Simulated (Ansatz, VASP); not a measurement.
# Be: VASP beside Ansatz

```
Be
1.0
     2.26197    0.00000    0.00000
    -1.13099    1.95893    0.00000
     0.00000    0.00000    3.56806
Be
2
Direct
  0.33333 0.66667 0.25000
  0.66667 0.33333 0.75000
```

Change from the starting cell: the structure that the rattled trigonal selenium type (P3_121, No. 152) fell into.

Alike in both runs: task single point; functional PBE; k mesh 9 × 9 × 6; occupations gaussian, width 0.1 eV; no spin polarisation.

|  | VASP | Ansatz |
| --- | --- | --- |
| version | VASP 6.6.1 | Ansatz 0.2.0 |
| potentials or method | VASP PAW PBE potentials, release 64 (Be), cutoff 600 eV | scalar-relativistic, plane waves, PAW |
| valence electrons in the cell | 4 | 4 |

Ansatz gave:

* gap on the k mesh at the Fermi level (eV): none
* pressure (GPa): 0.0
* traceless stress, the component that is largest in VASP (GPa): -2.77

Q: Which values does VASP return?

A: gap on the k mesh at the Fermi level (eV): none; pressure (GPa): 0.1; traceless stress, the component that is largest in VASP (GPa): -2.74.

A gap of «none» marks a metal or a gap that the smearing closes.
